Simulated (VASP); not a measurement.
Set up this calculation in VASP 6.6.1, as the native input.

* Task: single point
* Functional: PBE
* Potentials or basis: VASP PAW PBE potentials, release 64 (Ni, Al)
* Cutoff: 520 eV
* k mesh: 11 × 11 × 7
* Occupations: fermi-dirac, width 0.1 eV
* Spin: no spin polarisation
* Dipole correction: no
* Further INCAR settings: ALGO = Normal; EDIFF = 1e-06; NBANDS = 21

The structure of AlNi (NiAs type) lies in POSCAR:

```
AlNi
1.0
    3.4289604914      0.0000000000      0.0000000000
   -1.7144802457      2.9695668941      0.0000000000
    0.0000000000      0.0000000000      4.9173267429
Ni Al
2 2
Direct
    0.0000000000      0.0000000000      0.0000000000
    0.0000000000      0.0000000000      0.5000000000
    0.3333333333      0.6666666667      0.2500000000
    0.6666666667      0.3333333333      0.7500000000
```

These files were run (other wordings do the same):

INCAR

```
SYSTEM = AlNi
PREC = Accurate ; ENCUT = 520
EDIFF = 1E-6 ; ISMEAR = -1
SIGMA = 0.1 ; LREAL = .False.
LASPH = .True. ; NELM = 100
ALGO = Normal ; ISIF = 2
LWAVE = .False. ; LCHARG = .False.
GGA = PE ; NBANDS = 21
```

KPOINTS

```
regular mesh
0
Gamma
  11 11 7
  0 0 0
```

Potentials or basis: VASP PAW PBE potentials, release 64 (Ni, Al).

The run is started by

```console
$ cat potpaw_PBE.64/Ni/POTCAR potpaw_PBE.64/Al/POTCAR > POTCAR
$ mpirun -np 1 vasp_std > vasp.out
```

It gave:

| Quantity | Value |
| --- | --- |
| Pressure | 19.6 GPa |
| Band gap on the k mesh | zero (band 13 reaches 12.68 eV, above the bottom of band 14 at 7.87 eV) |

Run time: 30 s on 1 thread of Intel(R) Xeon(R) 6975P-C (Granite Rapids), on a shared host, peak memory 0.21 GiB.
